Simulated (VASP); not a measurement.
Set up this calculation in VASP 6.6.1, as the native input.

* Task: single point
* Functional: revPBE
* Dispersion: D4
* Potentials or basis: VASP PAW PBE potentials, release 64 (Cd, S)
* Cutoff: 520 eV
* k mesh: 8 × 8 × 8
* Occupations: fermi-dirac, width 0.05 eV
* Spin: no spin polarisation
* Dipole correction: no
* Further INCAR settings: ALGO = Normal; EDIFF = 1e-07; NBANDS = 16

The structure of CdS lies in POSCAR:

```
CdS
1.0
    0.0000000000      2.9231701616      2.9231701616
    2.9231701616      0.0000000000      2.9231701616
    2.9231701616      2.9231701616      0.0000000000
Cd S
1 1
Direct
    0.0000000000      0.0000000000      0.0000000000
    0.7500000000      0.7500000000      0.7500000000
```

The input as run:

INCAR

```
SYSTEM = CdS
PREC = Accurate
ENCUT = 520
EDIFF = 1E-7
ISMEAR = -1
SIGMA = 0.05
LREAL = .False.
LASPH = .True.
NELM = 80
ALGO = Normal
ISIF = 2
LWAVE = .False.
LCHARG = .True.
GGA = RE
IVDW = 13
LELF = .True.
LVHAR = .True.
NBANDS = 16
```

KPOINTS

```
regular mesh
0
Gamma
  8 8 8
  0 0 0
```

Potentials or basis: VASP PAW PBE potentials, release 64 (Cd, S).

Launch:

```bash
$ cat potpaw_PBE.64/Cd/POTCAR potpaw_PBE.64/S/POTCAR > POTCAR
$ mpirun -np 1 vasp_std > vasp.out
```

It gave:

* Pressure: 0.3 GPa
* Band gap on the k mesh: 1.27 eV
* Dispersion energy per atom: -0.541 eV

Caveat: the PAW data sets were made with another functional, which shifts forces and pressure a little.

It took 31 s on 1 thread of Intel(R) Xeon(R) Platinum 8375C CPU @ 2.90GHz (Ice Lake), with other jobs on the host, peak memory 0.18 GiB.
